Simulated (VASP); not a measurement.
# SnSe (zincblende type) (F-43m) in VASP: a series of runs, part 2 of 2

VASP 6.6.1. The steps go on from the part before.

### 3 Single point, r2SCAN (37.93 Å³/atom)

File POSCAR:

```
SnSe
1.0
    0.0000000000      3.3599283920      3.3599283920
    3.3599283920      0.0000000000      3.3599283920
    3.3599283920      3.3599283920      0.0000000000
Sn Se
1 1
Direct
    0.0000000000      0.0000000000      0.0000000000
    0.2500000000      0.2500000000      0.2500000000
```

File INCAR.step1:

```
SYSTEM = SnSe
PREC = Accurate
ENCUT = 520
ISMEAR = -1
SIGMA = 0.1
LREAL = .FALSE.
LASPH = .TRUE.
NELM = 100
NBANDS = 17
GGA = PE
ALGO = Normal
EDIFF = 1E-4
LWAVE = .TRUE.
LCHARG = .FALSE.
```

File INCAR.step2:

```
SYSTEM = SnSe
PREC = Accurate
ENCUT = 520
EDIFF = 1E-6
ISMEAR = -1
SIGMA = 0.1
LREAL = .FALSE.
LASPH = .TRUE.
NELM = 100
ALGO = Normal
ISIF = 2
LWAVE = .FALSE.
LCHARG = .TRUE.
METAGGA = R2SCAN
LMIXTAU = .TRUE.
LELF = .TRUE.
LVHAR = .TRUE.
NBANDS = 17
ISTART = 1
```

File KPOINTS:

```
regular mesh
0
G
  12 12 12
  0 0 0
```

Potentials or basis: VASP PAW PBE potentials, release 64 (Sn_d, Se).

Command:

```sh
$ cat potpaw_PBE.64/Sn_d/POTCAR potpaw_PBE.64/Se/POTCAR > POTCAR
$ cp INCAR.step1 INCAR
$ mpirun -np 1 vasp_std > vasp.out
$ cp INCAR.step2 INCAR
$ mpirun -np 1 vasp_std > vasp.out
```

OUTCAR:

```text
SYSTEM = SnSe
   PREC = Accurate
   ENCUT = 520
   EDIFF = 1E-6
   ISMEAR = -1
   LREAL = .FALSE.
   LASPH = .TRUE.
   NELM = 100
   ISIF = 2
   METAGGA = R2SCAN
   ISTART = 1

 ion  position               nearest neighbor table
   1  0.000  0.000  0.000-   2 2.91   2 2.91   2 2.91   2 2.91
   2  0.250  0.250  0.250-   1 2.91   1 2.91   1 2.91   1 2.91

  LATTYP: Found a face centered cubic cell.
 ALAT       =     6.7198567840

  Lattice vectors:

 A1 = (   0.0000000000,   3.3599283920,   3.3599283920)
 A2 = (   3.3599283920,   0.0000000000,   3.3599283920)
 A3 = (   3.3599283920,   3.3599283920,   0.0000000000)

Analysis of symmetry for initial positions (statically):
=====================================================================
 Subroutine PRICEL returns:
 Original cell was already a primitive cell.

 Routine SETGRP: Setting up the symmetry group for a
 face centered cubic supercell.

 Subroutine GETGRP returns: Found 24 space group operations
 (whereof 24 operations were pure point group operations)
 out of a pool of 48 trial point group operations.
[... 153 lines left out ...]

 Free energy of the ion-electron system (eV)
  ---------------------------------------------------
  ext. energy  EPLUGINS =         0.00000000
  ---------------------------------------------------
  free energy    TOTEN  =       -39.29320132 eV

  energy without entropy =      -39.28330745  energy(sigma->0) =      -39.28825438

 E-fermi :   2.9934     XC(G=0):  -8.3968

 val. band max:        2.9899775133   @ k =   0.5000   0.5000   0.0000
 cond. band min:       3.0438401460   @ k =   0.4167   0.4167   0.0000
 fundamental gap:      0.0538626327
 Fermi energy:         2.9934110605

 k-point     1 :       0.0000    0.0000    0.0000
  band No.  band energies     occupation
      1     -19.5901      2.00000
      2     -19.5901      2.00000
      3     -19.5901      2.00000
      4     -19.5718      2.00000
      5     -19.5718      2.00000
      6     -11.0140      2.00000
[... 457 lines left out ...]
      4     -19.5715      2.00000
      5     -19.5711      2.00000
      6     -10.4670      2.00000
[... 9 lines left out ...]
     16      10.5324      0.00000
     17      11.8299      0.00000

 [... further k-points ...]
[... 5 lines left out ...]
  --------------------------------------------------------------------------------------
  -------------------------------------------------------------------------------------
  Total        0.0071292      0.0071292      0.0071292      0.0000000     -0.0000000     -0.0000000
  in kB        0.1505685      0.1505685      0.1505685      0.0000000     -0.0000000     -0.0000000
  external PRESSURE =       0.1505685 kB  Pullay stress =       0.0000000 kB

 VOLUME and BASIS-vectors are now :
 -----------------------------------------------------------------------------
  energy-cutoff  :      520.00
  volume of cell :       75.86
      direct lattice vectors                 reciprocal lattice vectors
     0.000000000  3.359928392  3.359928392    -0.148812695  0.148812695  0.148812695
     3.359928392  0.000000000  3.359928392     0.148812695 -0.148812695  0.148812695
     3.359928392  3.359928392  0.000000000     0.148812695  0.148812695 -0.148812695

 POSITION                                       TOTAL-FORCE (eV/Angst)
 -----------------------------------------------------------------------------------
      0.00000      0.00000      0.00000         0.000000      0.000000      0.000000
      1.67996      1.67996      1.67996        -0.000000     -0.000000     -0.000000
 -----------------------------------------------------------------------------------
    total drift:                                0.000003      0.000003      0.000003

  FREE ENERGIE OF THE ION-ELECTRON SYSTEM (eV)
  ---------------------------------------------------
  free  energy   TOTEN  =       -39.2932013150 eV

  energy  without entropy=      -39.2833074531  energy(sigma->0) =      -39.28825438
```

OSZICAR.step1:

```text
N       E                     dE             d eps       ncg     rms          rms(c)
DAV:   1     0.132661044565E+03    0.13266E+03   -0.95378E+03  2467   0.127E+03
DAV:   2     0.623796603095E+01   -0.12642E+03   -0.12272E+03  2635   0.326E+02
DAV:   3    -0.766851530884E+01   -0.13906E+02   -0.13781E+02  3023   0.967E+01
DAV:   4    -0.807204743724E+01   -0.40353E+00   -0.40323E+00  2935   0.180E+01
DAV:   5    -0.808475799618E+01   -0.12711E-01   -0.12710E-01  3485   0.310E+00    0.337E+00
DAV:   6    -0.775314991684E+01    0.33161E+00   -0.92268E-01  3523   0.450E+00    0.208E+00
DAV:   7    -0.775133761427E+01    0.18123E-02   -0.10422E-01  2578   0.136E+00    0.105E+00
DAV:   8    -0.775354334885E+01   -0.22057E-02   -0.12471E-02  2969   0.991E-01    0.125E-01
DAV:   9    -0.775367593377E+01   -0.13258E-03   -0.34817E-03  2787   0.383E-01    0.870E-02
DAV:  10    -0.775403701928E+01   -0.36109E-03   -0.57248E-04  2608   0.147E-01    0.241E-02
DAV:  11    -0.775412620557E+01   -0.89186E-04   -0.10732E-04  2474   0.588E-02
   1 F= -.77541262E+01 E0= -.77478313E+01  d E =-.125898E-01
```

Run time: 2 min. Hardware: 1 thread of Intel Xeon 6975P-C (Granite Rapids), shared host; peak memory 0.27 GiB.

Results:

```yaml
Free_energy: -39.2932 eV
Pressure: 0.0 GPa
```

Caveat: the PAW data sets were made with another functional, which shifts forces and pressure a little; spin-orbit coupling is left out, which moves the levels of the heavy elements.

### 4 Relaxation of cell and atoms, r2SCAN

This run uses another cell than the first one, of 28.50 Å³/atom.

File POSCAR:

```
SnSe
1.0
    0.0000000000      3.0546685047      3.0546685047
    3.0546685047      0.0000000000      3.0546685047
    3.0546685047      3.0546685047      0.0000000000
Sn Se
1 1
Direct
    0.0000000000      0.0000000000      0.0000000000
    0.2500000000      0.2500000000      0.2500000000
```

File INCAR.step1:

```
SYSTEM = SnSe
PREC = Accurate ; ENCUT = 600
ISMEAR = -1 ; SIGMA = 0.1
LREAL = .False. ; LASPH = .True.
NELM = 100 ; GGA = PE
ALGO = Normal ; EDIFF = 1E-4
LWAVE = .True. ; LCHARG = .False.
```

File INCAR.step2:

```
SYSTEM = SnSe
PREC = Accurate ; ENCUT = 600
EDIFF = 1E-7 ; ISMEAR = -1
SIGMA = 0.1 ; LREAL = .False.
LASPH = .True. ; NELM = 100
ALGO = Normal ; ISIF = 3
LWAVE = .False. ; LCHARG = .False.
METAGGA = R2SCAN ; LMIXTAU = .True.
IBRION = 2 ; NSW = 60
EDIFFG = -0.005 ; ISTART = 1
```

File KPOINTS:

```
Automatic mesh
0
Gamma
  12 12 12
  0 0 0
```

Potentials or basis: VASP PAW PBE potentials, release 64 (Sn_d, Se).

Command:

```sh
$ cat potpaw_PBE.64/Sn_d/POTCAR potpaw_PBE.64/Se/POTCAR > POTCAR
$ cp INCAR.step1 INCAR
$ mpirun -np 1 vasp_std > vasp.out
$ cp INCAR.step2 INCAR
$ mpirun -np 1 vasp_std > vasp.out
```

OUTCAR:

```text
SYSTEM = SnSe
   PREC = Accurate
   ENCUT = 600
   EDIFF = 1E-7
   ISMEAR = -1
   LREAL = .False.
   LASPH = .True.
   NELM = 100
   ISIF = 3
   METAGGA = R2SCAN
   IBRION = 2
   NSW = 60
   EDIFFG = -0.005
   ISTART = 1

 ion  position               nearest neighbor table
   1  0.000  0.000  0.000-   2 2.65   2 2.65   2 2.65   2 2.65
   2  0.250  0.250  0.250-   1 2.65   1 2.65   1 2.65   1 2.65

  LATTYP: Found a face centered cubic cell.
 ALAT       =     6.1093370094

  Lattice vectors:

 A1 = (   0.0000000000,   3.0546685047,   3.0546685047)
 A2 = (   3.0546685047,   0.0000000000,   3.0546685047)
 A3 = (   3.0546685047,   3.0546685047,   0.0000000000)

Analysis of symmetry for initial positions (statically):
=====================================================================
 Subroutine PRICEL returns:
 Original cell was already a primitive cell.

 Routine SETGRP: Setting up the symmetry group for a
 face centered cubic supercell.

 Subroutine GETGRP returns: Found 24 space group operations
 (whereof 24 operations were pure point group operations)
 out of a pool of 48 trial point group operations.

The static configuration has the point symmetry T_d .

Analysis of symmetry for dynamics (positions and initial velocities):
=====================================================================
 Subroutine PRICEL returns:
 Original cell was already a primitive cell.

 Routine SETGRP: Setting up the symmetry group for a
 face centered cubic supercell.

 Subroutine GETGRP returns: Found 24 space group operations
 (whereof 24 operations were pure point group operations)
 out of a pool of 48 trial point group operations.

The dynamic configuration has the point symmetry T_d .

 Subroutine INISYM returns: Found 24 space group operations
 (whereof 24 operations are pure point group operations),
 and found     1 'primitive' translations

----------------------------------------------------------------------------------------

                                     Primitive cell

  volume of cell :      57.0062

  direct lattice vectors                    reciprocal lattice vectors
     0.000000000  3.054668505  3.054668505    -0.163683882  0.163683882  0.163683882
     3.054668505  0.000000000  3.054668505     0.163683882 -0.163683882  0.163683882
     3.054668505  3.054668505  0.000000000     0.163683882  0.163683882 -0.163683882

  length of vectors
     4.319953628  4.319953628  4.319953628     0.283508801  0.283508801  0.283508801

  position of ions in fractional coordinates (direct lattice)
     0.000000000  0.000000000  0.000000000
     0.250000000  0.250000000  0.250000000

  ion indices of the primitive-cell ions
   primitive index   ion index
                 1           1
                 2           2

----------------------------------------------------------------------------------------

 KPOINTS: Automatic mesh

Automatic generation of k-mesh.
 Grid dimensions read from file:
 generate k-points for:   12   12   12

 Generating k-lattice:

  Cartesian coordinates                     Fractional coordinates (reciprocal lattice)
    -0.013640324  0.013640324  0.013640324     0.083333333  0.000000000  0.000000000
     0.013640324 -0.013640324  0.013640324     0.000000000  0.083333333  0.000000000
     0.013640324  0.013640324 -0.013640324     0.000000000  0.000000000  0.083333333

  Length of vectors
     0.023625733  0.023625733  0.023625733

  Shift w.r.t. Gamma in fractional coordinates (k-lattice)
     0.000000000  0.000000000  0.000000000

 Subroutine IBZKPT returns following result:
 ===========================================

 Found     72 irreducible k-points:

 Following reciprocal coordinates:
            Coordinates               Weight
  0.000000  0.000000  0.000000      1.000000
  0.083333  0.000000  0.000000      8.000000
  0.166667  0.000000  0.000000      8.000000
  0.250000  0.000000  0.000000      8.000000
  0.333333  0.000000  0.000000      8.000000
  0.416667  0.000000  0.000000      8.000000
[... 16 lines left out ...]
  0.500000  0.166667  0.000000     24.000000
 -0.416667  0.166667  0.000000     24.000000
 [... further k-points ...]
   k-points           NKPTS =     72   k-points in BZ     NKDIM =     72   number of bands    NBANDS=     14
   number of dos      NEDOS =    301   number of ions     NIONS =      2
   total plane-waves  NPLWV =  46656
   dimension x,y,z NGX =    36 NGY =   36 NGZ =   36
   dimension x,y,z NGXF=    72 NGYF=   72 NGZF=   72
   ions per type =               1   1
   NGX,Y,Z   is equivalent  to a cutoff of  13.85, 13.85, 13.85 a.u.
   NGXF,Y,Z  is equivalent  to a cutoff of  27.71, 27.71, 27.71 a.u.
 SYSTEM =  SnSe
   PREC   = accura    normal or accurate (medium, high low for compatibility)
   ISTART =      1    job   : 0-new  1-cont  2-samecut
   ICHARG =      0    charge: 1-file 2-atom 10-const
   ISPIN  =      1    spin polarized calculation?
   LNONCOLLINEAR =      F non collinear calculations
   LSORBIT =      F    spin-orbit coupling
   LASPH  =      T    aspherical Exc in radial PAW
   ENCUT  =  600.0 eV  44.10 Ry    6.64 a.u.   8.63  8.63  8.63*2*pi/ulx,y,z
   NELM   =    100;   NELMIN=  2; NELMDL=  0     # of ELM steps
   EDIFF  = 0.1E-06   stopping-criterion for ELM
   LREAL  =      F    real-space projection
   EDIFFG = -.5E-02   stopping-criterion for IOM
   NSW    =     60    number of steps for IOM
   IBRION =      2    ionic relax: 0-MD 1-quasi-New 2-CG
   NFREE  =      1    steps in history (QN), initial steepest desc. (CG)
   ISIF   =      3    stress and relaxation
   ISYM   =      2    0-nonsym 1-usesym 2-fastsym
   POTIM  = 0.5000    time-step for ionic-motion
   TEBEG  =    0.0;   TEEND  =   0.0 temperature during run
   PSTRESS=    0.0 pullay stress
   NELECT =      20.0000    total number of electrons
   NUPDOWN=      -1.0000    fix difference up-down
   EMIN   =  10.00;   EMAX   =-10.00  energy-range for DOS
   EFERMI =   0.00;   METHOD = LEGACY
   ISMEAR =    -1;   SIGMA  =   0.10  broadening in eV -4-tet -1-fermi 0-gaus
   EFERMI_NEDOS =   21; number of points for ismear=-14 and -15
   IALGO  =     38    algorithm
   IMIX   =      4    mixing-type and parameters
     AMIX     =   0.40;   BMIX     =  1.00
     AMIX_MAG =   1.60;   BMIX_MAG =  1.00
  volume/ion in A,a.u.               =      28.50       192.35
  Fermi-wavevector in a.u.,A,eV,Ry     =   1.154633  2.181941 18.138989  1.333178
  Thomas-Fermi vector in A             =   2.291268
   LORBIT       =      0    0 simple, 1 ext, 2 COOP (PROOUT), +10 PAW based schemes
   METAGGA = R2SCAN    functional components
   LHFCALC =     F    Hartree Fock is set to
   AEXX    =    0.0000 exact exchange contribution
   IVDW    =     0    specifies the selected vdW correction
   LEPSILON=     F    determine dielectric tensor
   LRPA    =     F    only Hartree local field effects (RPA)
 conjugate gradient relaxation of ions
 non-spin polarized calculation
  energy-cutoff  :      600.00
  volume of cell :       57.01
 maximum number of plane-waves:      1932
   NGX = 17   NGY = 17   NGZ = 17

--------------------------------------- Ionic step        1  -------------------------------------------

 number of electron      20.0000003 magnetization

 Free energy of the ion-electron system (eV)
  ---------------------------------------------------
  ext. energy  EPLUGINS =         0.00000000
  ---------------------------------------------------
  free energy    TOTEN  =       -38.56411560 eV

  energy without entropy =      -38.54088398  energy(sigma->0) =      -38.55249979

 E-fermi :   5.7770     XC(G=0):  -9.7477

 val. band max:        5.7700315360   @ k =   0.4167   0.3333   0.0833
 cond. band min:       5.8499533778   @ k =  -0.4167   0.4167   0.1667
 fundamental gap:      0.0799218418
 Fermi energy:         5.7770290140

 k-point     1 :       0.0000    0.0000    0.0000
  band No.  band energies     occupation
      1     -17.0287      2.00000
      2     -17.0287      2.00000
      3     -17.0287      2.00000
      4     -16.9642      2.00000
      5     -16.9642      2.00000
      6     -10.2420      2.00000
      7       1.2086      2.00000
      8       2.2303      2.00000
      9       2.2303      2.00000
     10       2.2303      2.00000
     11       7.0981      0.00000
     12       7.0981      0.00000
     13       7.0981      0.00000
     14      11.2506      0.00000
[... 496 lines left out ...]
  energy  without entropy=      -39.2799010346  energy(sigma->0) =      -39.28500648

--------------------------------------- Ionic step        4  -------------------------------------------

 number of electron      20.0000008 magnetization

 Free energy of the ion-electron system (eV)
  ---------------------------------------------------
  ext. energy  EPLUGINS =         0.00000000
  ---------------------------------------------------
  free energy    TOTEN  =       -39.29027776 eV

  energy without entropy =      -39.28046830  energy(sigma->0) =      -39.28537303

 E-fermi :   2.9837     XC(G=0):  -8.3918

 val. band max:        2.9823103007   @ k =   0.5000   0.5000   0.0000
 cond. band min:       3.0360193008   @ k =   0.4167   0.4167   0.0000
 fundamental gap:      0.0537090001
 Fermi energy:         2.9836930232

 k-point     1 :       0.0000    0.0000    0.0000
  band No.  band energies     occupation
      1     -19.6000      2.00000
      2     -19.5999      2.00000
      3     -19.5999      2.00000
      4     -19.5818      2.00000
      5     -19.5818      2.00000
      6     -11.0171      2.00000
      7      -2.4515      2.00000
      8       0.3847      2.00000
      9       0.3847      2.00000
     10       0.3847      2.00000
     11       4.4897      0.00000
     12       4.4898      0.00000
     13       4.4898      0.00000
     14       7.9020      0.00000
[... 420 lines left out ...]
  FREE ENERGIE OF THE ION-ELECTRON SYSTEM (eV)
  ---------------------------------------------------
  free  energy   TOTEN  =       -39.2902777613 eV

  energy  without entropy=      -39.2804682982  energy(sigma->0) =      -39.28537303

 reached required accuracy - stopping structural energy minimisation
```

It took 7.6 min on 1 thread of Intel Xeon 6975P-C (Granite Rapids), shared host; peak memory 0.28 GiB.

Results:

```
Free energy                           : -39.2903 eV
Relaxed volume                        : 37.97 Å³/atom
Relaxed cell                          : a = 4.753 Å, b = 4.753 Å, c = 4.753 Å, α = 60.00°, β = 60.00°, γ = 60.00°
Space group after relaxing (to 0.1 Å) : F-43m (No. 216)
Energy gained by relaxing             : 363.1 meV/atom
Ionic steps                           : 4
Pressure after relaxing               : 0.0 GPa
```

The path:
```csv
step,energy change (eV),largest force (eV/Å),pressure (GPa),volume (Å³)
1,0.0000,0.0000,15.29,57.01
2,-0.6740,0.0000,-2.35,82.53
3,-0.7260,0.0000,0.16,75.54
4,-0.7262,0.0000,-0.02,75.95
```

Final structure:
```xyz
2
Lattice="0.0000 3.3612 3.3612 3.3612 0.0000 3.3612 3.3612 3.3612 0.0000" Properties=species:S:1:pos:R:3 pbc="T T T"
Sn    3.3612    6.7224    3.3612
Se    1.6806    1.6806    1.6806
```

Caveat: the volume moved by over 15 % at a fixed basis, so the end points are rough; the PAW data sets were made with another functional, which shifts forces and pressure a little; spin-orbit coupling is left out, which moves the levels of the heavy elements.
